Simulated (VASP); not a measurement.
# Tc (P6_3/mmc) in VASP: a series of runs

The runs below take Tc through single point, relaxation of cell and atoms, with PBEsol.

All numbers are computed with VASP 6.6.1; they aren't measurements. Logs are shortened: lines on timing, memory, paths and dates and some standing lists are left out, and cuts for length are marked.

## (1) The cell of the first run

The structure is hexagonal, space group P6_3/mmc (No. 194). Conventional cell: a = 2.720 Å, b = 2.720 Å, c = 8.748 Å, α = 90.00°, β = 90.00°, γ = 120.00°. Within 3.6 Å of Tc (site symmetry -6m2) lie 12 Tc at 2.69 to 2.72 Å. Within 3.6 Å of Tc (site symmetry -3m) lie 12 Tc at 2.69 to 2.72 Å.

## (2) Single point, PBEsol

INCAR

```
PREC = Accurate
ENCUT = 520
EDIFF = 1E-6
ISMEAR = -1
SIGMA = 0.05
LREAL = False
LASPH = True
NELM = 80
ALGO = Normal
ISIF = 2
LWAVE = False
LCHARG = False
GGA = PS
NBANDS = 34
```

KPOINTS

```
Automatic mesh
0
Gamma
  11 11 3
```

POSCAR

```
Tc
1.0
    2.7199709236      0.0000000000      0.0000000000
   -1.3599854618      2.3555639174      0.0000000000
    0.0000000000      0.0000000000      8.7484483242
Tc
4
Direct
    0.6666666667      0.3333333333      0.7500000000
    0.0000000000      0.0000000000      0.5000000000
    0.3333333333      0.6666666667      0.2500000000
    0.0000000000      0.0000000000      0.0000000000
```

Potentials or basis: VASP PAW PBE potentials, release 64 (Tc_pv).

Command:

```console
$ cat potpaw_PBE.64/Tc_pv/POTCAR > POTCAR
$ mpirun -np 1 vasp_std > vasp.out
```

OUTCAR:

```text
PREC = Accurate
   ENCUT = 520
   EDIFF = 1E-6
   ISMEAR = -1
   LREAL = False
   LASPH = True
   NELM = 80
   ISIF = 2
   GGA = PS

 ion  position               nearest neighbor table
   1  0.667  0.333  0.750-   2 2.69   4 2.69   2 2.69   4 2.69   2 2.69   4 2.69
   2  0.000  0.000  0.500-   1 2.69   3 2.69   1 2.69   3 2.69   1 2.69   3 2.69
   3  0.333  0.667  0.250-   2 2.69   4 2.69   2 2.69   4 2.69   2 2.69   4 2.69
   4  0.000  0.000  0.000-   1 2.69   3 2.69   1 2.69   3 2.69   1 2.69   3 2.69

  LATTYP: Found a hexagonal cell.
 ALAT       =     2.7199709236
 C/A-ratio  =     3.2163756782

  Lattice vectors:

 A1 = (   2.7199709236,   0.0000000000,   0.0000000000)
 A2 = (  -1.3599854618,   2.3555639174,   0.0000000000)
 A3 = (   0.0000000000,   0.0000000000,   8.7484483242)

Analysis of symmetry for initial positions (statically):
=====================================================================
 Subroutine PRICEL returns:
 Original cell was already a primitive cell.

 Routine SETGRP: Setting up the symmetry group for a
 hexagonal supercell.

 Subroutine GETGRP returns: Found 24 space group operations
 (whereof 12 operations were pure point group operations)
 out of a pool of 24 trial point group operations.

The static configuration has the point symmetry D_3d.
 The point group associated with its full space group is D_6h.

Analysis of symmetry for dynamics (positions and initial velocities):
=====================================================================
 Subroutine PRICEL returns:
 Original cell was already a primitive cell.

 Routine SETGRP: Setting up the symmetry group for a
 hexagonal supercell.

 Subroutine GETGRP returns: Found 24 space group operations
 (whereof 12 operations were pure point group operations)
 out of a pool of 24 trial point group operations.

The dynamic configuration has the point symmetry D_3d.
 The point group associated with its full space group is D_6h.

 Subroutine INISYM returns: Found 24 space group operations
 (whereof 12 operations are pure point group operations),
 and found     1 'primitive' translations

----------------------------------------------------------------------------------------

                                     Primitive cell

  volume of cell :      56.0519

  direct lattice vectors                    reciprocal lattice vectors
     2.719970924  0.000000000  0.000000000     0.367650989  0.212263397  0.000000000
    -1.359985462  2.355563917  0.000000000     0.000000000  0.424526795  0.000000000
     0.000000000  0.000000000  8.748448324     0.000000000  0.000000000  0.114305985

  length of vectors
     2.719970924  2.719970924  8.748448324     0.424526795  0.424526795  0.114305985

  position of ions in fractional coordinates (direct lattice)
     0.666666667  0.333333333  0.750000000
     0.000000000  0.000000000  0.500000000
     0.333333333  0.666666667  0.250000000
     0.000000000  0.000000000  0.000000000

  ion indices of the primitive-cell ions
   primitive index   ion index
                 1           1
                 2           2
                 3           3
                 4           4

----------------------------------------------------------------------------------------

 KPOINTS: Automatic mesh

Automatic generation of k-mesh.
 Grid dimensions read from file:
 generate k-points for:   11   11    3

 Generating k-lattice:

  Cartesian coordinates                     Fractional coordinates (reciprocal lattice)
     0.033422817  0.019296672  0.000000000     0.090909091  0.000000000  0.000000000
     0.000000000  0.038593345  0.000000000     0.000000000  0.090909091  0.000000000
     0.000000000  0.000000000  0.038101995     0.000000000  0.000000000  0.333333333

  Length of vectors
     0.038593345  0.038593345  0.038101995

  Shift w.r.t. Gamma in fractional coordinates (k-lattice)
     0.000000000  0.000000000  0.000000000

 Subroutine IBZKPT returns following result:
 ===========================================

 Found     32 irreducible k-points:

 Following reciprocal coordinates:
            Coordinates               Weight
  0.000000  0.000000  0.000000      1.000000
  0.090909  0.000000  0.000000      6.000000
  0.181818  0.000000  0.000000      6.000000
  0.272727  0.000000  0.000000      6.000000
  0.363636  0.000000  0.000000      6.000000
  0.454545  0.000000  0.000000      6.000000
[... 16 lines left out ...]
  0.090909  0.090909  0.333333     12.000000
  0.181818  0.090909  0.333333     24.000000
 [... further k-points ...]
   k-points           NKPTS =     32   k-points in BZ     NKDIM =     32   number of bands    NBANDS=     34
   number of dos      NEDOS =    301   number of ions     NIONS =      4
   total plane-waves  NPLWV =  28000
   dimension x,y,z NGX =    20 NGY =   20 NGZ =   70
   dimension x,y,z NGXF=    40 NGYF=   40 NGZF=  140
   ions per type =               4
   NGX,Y,Z   is equivalent  to a cutoff of  12.22, 12.22, 13.30 a.u.
   NGXF,Y,Z  is equivalent  to a cutoff of  24.45, 24.45, 26.60 a.u.
 SYSTEM =  unknown system
   PREC   = accura    normal or accurate (medium, high low for compatibility)
   ISTART =      0    job   : 0-new  1-cont  2-samecut
   ICHARG =      2    charge: 1-file 2-atom 10-const
   ISPIN  =      1    spin polarized calculation?
   LNONCOLLINEAR =      F non collinear calculations
   LSORBIT =      F    spin-orbit coupling
   LASPH  =      T    aspherical Exc in radial PAW
   ENCUT  =  520.0 eV  38.22 Ry    6.18 a.u.   5.06  5.06 16.27*2*pi/ulx,y,z
   NELM   =     80;   NELMIN=  2; NELMDL= -5     # of ELM steps
   EDIFF  = 0.1E-05   stopping-criterion for ELM
   LREAL  =      F    real-space projection
   EDIFFG = 0.1E-04   stopping-criterion for IOM
   NSW    =      0    number of steps for IOM
   IBRION =     -1    ionic relax: 0-MD 1-quasi-New 2-CG
   NFREE  =      0    steps in history (QN), initial steepest desc. (CG)
   ISIF   =      2    stress and relaxation
   ISYM   =      2    0-nonsym 1-usesym 2-fastsym
   POTIM  = 0.5000    time-step for ionic-motion
   TEBEG  =    0.0;   TEEND  =   0.0 temperature during run
   PSTRESS=    0.0 pullay stress
   NELECT =      52.0000    total number of electrons
   NUPDOWN=      -1.0000    fix difference up-down
   EMIN   =  10.00;   EMAX   =-10.00  energy-range for DOS
   EFERMI =   0.00;   METHOD = LEGACY
   ISMEAR =    -1;   SIGMA  =   0.05  broadening in eV -4-tet -1-fermi 0-gaus
   EFERMI_NEDOS =   21; number of points for ismear=-14 and -15
   IALGO  =     38    algorithm
   IMIX   =      4    mixing-type and parameters
     AMIX     =   0.40;   BMIX     =  1.00
     AMIX_MAG =   1.60;   BMIX_MAG =  1.00
  volume/ion in A,a.u.               =      14.01        94.56
  Fermi-wavevector in a.u.,A,eV,Ry     =   1.596660  3.017251 34.685664  2.549324
  Thomas-Fermi vector in A             =   2.694388
   LORBIT       =      0    0 simple, 1 ext, 2 COOP (PROOUT), +10 PAW based schemes
   GGA     = PS    functional components
   LHFCALC =     F    Hartree Fock is set to
   AEXX    =    0.0000 exact exchange contribution
   IVDW    =     0    specifies the selected vdW correction
   LEPSILON=     F    determine dielectric tensor
   LRPA    =     F    only Hartree local field effects (RPA)
 non-spin polarized calculation
  energy-cutoff  :      520.00
  volume of cell :       56.05
 maximum number of plane-waves:      1527
   NGX = 11   NGY = 11   NGZ = 33

 number of electron      52.0000000 magnetization

 Free energy of the ion-electron system (eV)
  ---------------------------------------------------
  ext. energy  EPLUGINS =         0.00000000
  ---------------------------------------------------
  free energy    TOTEN  =       -45.07037935 eV

  energy without entropy =      -45.04555664  energy(sigma->0) =      -45.05796800

 E-fermi :  12.9337     XC(G=0): -14.0684

 val. band max:       12.9286392767   @ k =   0.0909   0.0000   0.0000
 cond. band min:      12.9647788815   @ k =   0.3636   0.0000   0.0000
 fundamental gap:      0.0361396047
 Fermi energy:        12.9336748012

 k-point     1 :       0.0000    0.0000    0.0000
  band No.  band energies     occupation
      1     -26.6004      2.00000
      2     -25.9608      2.00000
      3     -25.8614      2.00000
      4     -25.3945      2.00000
      5     -25.3945      2.00000
      6     -25.3044      2.00000
[... 26 lines left out ...]
     33      14.8409      0.00000
     34      14.8409      0.00000

 k-point     2 :       0.0909    0.0000    0.0000
  band No.  band energies     occupation
      1     -26.5647      2.00000
      2     -25.9712      2.00000
      3     -25.8774      2.00000
      4     -25.4753      2.00000
      5     -25.4211      2.00000
      6     -25.3610      2.00000
[... 26 lines left out ...]
     33      14.7950      0.00000
     34      14.9844      0.00000

 k-point     3 :       0.1818    0.0000    0.0000
  band No.  band energies     occupation
      1     -26.4640      2.00000
      2     -26.0249      2.00000
      3     -25.9598      2.00000
      4     -25.6797      2.00000
      5     -25.5409      2.00000
      6     -25.4895      2.00000
[... 26 lines left out ...]
     33      15.2721      0.00000
     34      15.4295      0.00000
[... 704 lines left out ...]
 k-point    23 :       0.0909    0.0909    0.3333
  band No.  band energies     occupation
      1     -26.4261      2.00000
      2     -26.2337      2.00000
      3     -25.6993      2.00000
      4     -25.5857      2.00000
      5     -25.5283      2.00000
      6     -25.5264      2.00000
[... 26 lines left out ...]
     33      15.1894      0.00000
     34      15.7582      0.00000

 k-point    24 :       0.1818    0.0909    0.3333
  band No.  band energies     occupation
      1     -26.3362      2.00000
      2     -26.2318      2.00000
      3     -25.9219      2.00000
      4     -25.7933      2.00000
      5     -25.7664      2.00000
      6     -25.6594      2.00000
[... 26 lines left out ...]
     33      15.2938      0.00000
     34      15.8808      0.00000

 [... further k-points ...]

------------------------ aborting loop because EDIFF is reached ----------------------------------------

  FORCE on cell =-STRESS in cart. coord.  units (eV):
  Direction    XX          YY          ZZ          XY          YZ          ZX
  --------------------------------------------------------------------------------------
  -------------------------------------------------------------------------------------
  Total       -0.2773229     -0.2773229     -0.2811794      0.0000000      0.0000000      0.0000000
  in kB       -7.9269493     -7.9269493     -8.0371824      0.0000000      0.0000000      0.0000000
  external PRESSURE =      -7.9636936 kB  Pullay stress =       0.0000000 kB

 VOLUME and BASIS-vectors are now :
 -----------------------------------------------------------------------------
  energy-cutoff  :      520.00
  volume of cell :       56.05
      direct lattice vectors                 reciprocal lattice vectors
     2.719970924  0.000000000  0.000000000     0.367650989  0.212263397  0.000000000
    -1.359985462  2.355563917  0.000000000     0.000000000  0.424526795  0.000000000
     0.000000000  0.000000000  8.748448324     0.000000000  0.000000000  0.114305985

 POSITION                                       TOTAL-FORCE (eV/Angst)
 -----------------------------------------------------------------------------------
      1.35999      0.78519      6.56134         0.000000     -0.000000      0.000000
      0.00000      0.00000      4.37422         0.000000      0.000000      0.000000
     -0.00000      1.57038      2.18711        -0.000000      0.000000     -0.000000
      0.00000      0.00000      0.00000        -0.000000      0.000000      0.000000
 -----------------------------------------------------------------------------------
    total drift:                                0.000000     -0.000000      0.000000

  FREE ENERGIE OF THE ION-ELECTRON SYSTEM (eV)
  ---------------------------------------------------
  free  energy   TOTEN  =       -45.0703793548 eV

  energy  without entropy=      -45.0455566387  energy(sigma->0) =      -45.05796800
```

Wall time 65 s (1 thread of Oxide Virtual Turin-like, shared host); peak memory 0.15 GiB.

Results:

| Property | Result |
| --- | --- |
| Free energy | -45.0704 eV |
| Pressure | -0.8 GPa |
| Band gap on the k mesh | zero (bands 26 and 27 overlap by 2.98 eV) |

Caveat: the PAW data sets were made with another functional, which shifts forces and pressure a little.

## (3) Single point, PBEsol

This run uses another cell than the first one, of 13.93 Å³/atom.

INCAR

```
  PREC = Accurate
  ENCUT = 520
  EDIFF = 1E-6
  ISMEAR = -1
  SIGMA = 0.05
  LREAL = F
  LASPH = T
  NELM = 100
  ALGO = Fast
  ISIF = 2
  LWAVE = F
  LCHARG = T
  GGA = PS
  LELF = T
  LVHAR = T
  NBANDS = 34
```

KPOINTS is that of step 2.

POSCAR

```
Tc
1.0
    2.7144698735      0.0000000000      0.0000000000
   -1.3572349367      2.3507998683      0.0000000000
    0.0000000000      0.0000000000      8.7312257534
Tc
4
Direct
    0.6666666667      0.3333333333      0.7500000000
    0.0000000000      0.0000000000      0.5000000000
    0.3333333333      0.6666666667      0.2500000000
    0.0000000000      0.0000000000      0.0000000000
```

Potentials or basis: VASP PAW PBE potentials, release 64 (Tc_pv).

Command:

```console
$ cat potpaw_PBE.64/Tc_pv/POTCAR > POTCAR
$ mpirun -np 1 vasp_std > vasp.out
```

OUTCAR:

```text
PREC = Accurate
   ENCUT = 520
   EDIFF = 1E-6
   ISMEAR = -1
   LREAL = F
   LASPH = T
   NELM = 100
   ISIF = 2
   GGA = PS

 ion  position               nearest neighbor table
   1  0.667  0.333  0.750-   2 2.69   4 2.69   2 2.69   4 2.69   2 2.69   4 2.69
   2  0.000  0.000  0.500-   1 2.69   3 2.69   1 2.69   3 2.69   1 2.69   3 2.69
   3  0.333  0.667  0.250-   2 2.69   4 2.69   2 2.69   4 2.69   2 2.69   4 2.69
   4  0.000  0.000  0.000-   1 2.69   3 2.69   1 2.69   3 2.69   1 2.69   3 2.69

  LATTYP: Found a hexagonal cell.
 ALAT       =     2.7144698735
 C/A-ratio  =     3.2165491460

  Lattice vectors:

 A1 = (   2.7144698735,   0.0000000000,   0.0000000000)
 A2 = (  -1.3572349367,   2.3507998683,   0.0000000000)
 A3 = (   0.0000000000,   0.0000000000,   8.7312257534)

Analysis of symmetry for initial positions (statically):
=====================================================================
 Subroutine PRICEL returns:
 Original cell was already a primitive cell.

 Routine SETGRP: Setting up the symmetry group for a
 hexagonal supercell.

[... 170 lines left out ...]
  energy without entropy =      -45.04441879  energy(sigma->0) =      -45.05687350

 E-fermi :  13.0393     XC(G=0): -14.1039

 val. band max:       13.0326351477   @ k =   0.0909   0.0000   0.0000
 cond. band min:      13.0692155807   @ k =   0.3636  -0.0000   0.0000
 fundamental gap:      0.0365804331
 Fermi energy:        13.0392727915

 k-point     1 :       0.0000    0.0000    0.0000
  band No.  band energies     occupation
      1     -26.5122      2.00000
      2     -25.8596      2.00000
      3     -25.7602      2.00000
      4     -25.2828      2.00000
      5     -25.2828      2.00000
      6     -25.1909      2.00000
[... 877 lines left out ...]
     33      15.4199      0.00000
     34      16.0128      0.00000

 [... further k-points ...]

------------------------ aborting loop because EDIFF is reached ----------------------------------------

  FORCE on cell =-STRESS in cart. coord.  units (eV):
  Direction    XX          YY          ZZ          XY          YZ          ZX
  --------------------------------------------------------------------------------------
  -------------------------------------------------------------------------------------
  Total        0.4527432      0.4527432      0.4500281      0.0000000      0.0000000      0.0000000
  in kB       13.0192696     13.0192696     12.9411923      0.0000000      0.0000000      0.0000000
  external PRESSURE =      12.9932438 kB  Pullay stress =       0.0000000 kB

 VOLUME and BASIS-vectors are now :
 -----------------------------------------------------------------------------
  energy-cutoff  :      520.00
  volume of cell :       55.72
      direct lattice vectors                 reciprocal lattice vectors
     2.714469874  0.000000000  0.000000000     0.368396058  0.212693563  0.000000000
    -1.357234937  2.350799868  0.000000000     0.000000000  0.425387126  0.000000000
     0.000000000  0.000000000  8.731225753     0.000000000  0.000000000  0.114531456

 POSITION                                       TOTAL-FORCE (eV/Angst)
 -----------------------------------------------------------------------------------
      1.35723      0.78360      6.54842        -0.000000     -0.000000     -0.000000
      0.00000      0.00000      4.36561         0.000000      0.000000      0.000000
     -0.00000      1.56720      2.18281         0.000000      0.000000      0.000000
      0.00000      0.00000      0.00000         0.000000      0.000000      0.000000
 -----------------------------------------------------------------------------------
    total drift:                                0.000000     -0.000000      0.000000

  FREE ENERGIE OF THE ION-ELECTRON SYSTEM (eV)
  ---------------------------------------------------
  free  energy   TOTEN  =       -45.0693282056 eV

  energy  without entropy=      -45.0444187862  energy(sigma->0) =      -45.05687350
```

OSZICAR:

```text
N       E                     dE             d eps       ncg     rms          rms(c)
DAV:   1     0.715518809776E+03    0.71552E+03   -0.31462E+04  2336   0.161E+03
DAV:   2    -0.217127912477E+02   -0.73723E+03   -0.71897E+03  2386   0.493E+02
DAV:   3    -0.480003359320E+02   -0.26288E+02   -0.25537E+02  2590   0.104E+02
DAV:   4    -0.484029754118E+02   -0.40264E+00   -0.39986E+00  2386   0.131E+01
DAV:   5    -0.484077390112E+02   -0.47636E-02   -0.47608E-02  2410   0.137E+00    0.373E+01
RMM:   6    -0.454361065642E+02    0.29716E+01   -0.62615E+00  2177   0.165E+01    0.124E+01
RMM:   7    -0.450785019318E+02    0.35760E+00   -0.25871E+00  2257   0.908E+00    0.123E+00
RMM:   8    -0.450854621425E+02   -0.69602E-02   -0.23803E-01  2498   0.276E+00    0.113E+00
RMM:   9    -0.450694467190E+02    0.16015E-01   -0.48410E-02  2500   0.118E+00    0.681E-01
RMM:  10    -0.450693761218E+02    0.70597E-04   -0.10357E-02  2716   0.433E-01    0.784E-02
RMM:  11    -0.450693591181E+02    0.17004E-04   -0.14898E-03  2747   0.192E-01    0.492E-02
RMM:  12    -0.450693248421E+02    0.34276E-04   -0.29725E-04  2613   0.950E-02    0.839E-03
RMM:  13    -0.450693271655E+02   -0.23234E-05   -0.61548E-05  2806   0.396E-02    0.501E-03
RMM:  14    -0.450693279805E+02   -0.81493E-06   -0.10482E-05  2198   0.166E-02    0.106E-03
RMM:  15    -0.450693282056E+02   -0.22515E-06   -0.16979E-06  1634   0.741E-03
   1 F= -.45069328E+02 E0= -.45056873E+02  d E =-.249094E-01
```

stdout:

```text
POSCAR found type information on POSCAR Tc
 POSCAR found :  1 types and       4 ions
 scaLAPACK will be used
 -----------------------------------------------------------------------------
|                                                                             |
|                                                                             |
|     You enforced a specific xc type in the INCAR file but a different       |
|     I HOPE YOU KNOW WHAT YOU ARE DOING!                                     |
|                                                                             |
 -----------------------------------------------------------------------------

 LDA part: xc-table for (Slater+PW92), standard interpolation
 POSCAR, INCAR and KPOINTS ok, starting setup
 FFT: planning ... GRIDC
 FFT: planning ... GRID_SOFT
 FFT: planning ... GRID
 WAVECAR not read
 entering main loop
```

It took 81 s on 1 thread of Oxide Virtual Turin-like, shared host; peak memory 0.15 GiB.

What came out:

```yaml
Free_energy: -45.0693 eV
Pressure: 1.3 GPa
Band_gap_on_the_k_mesh: zero (bands 26 and 27 overlap by 3.01 eV)
```

Levels at points of the mesh, in eV from the Fermi level:
| k point | band 24 | band 25 | band 26 | band 27 | band 28 | band 29 |
| --- | --- | --- | --- | --- | --- | --- |
| (0.00, 0.00, 0.00) | -1.31 | -1.31 | -1.19 | -1.19 | 0.30 | 0.30 |

Caveat: the PAW data sets were made with another functional, which shifts forces and pressure a little.

(Part 1 of 2 ends here.)

The gap in the log of VASP goes by the Fermi energy; the results here count the filled bands.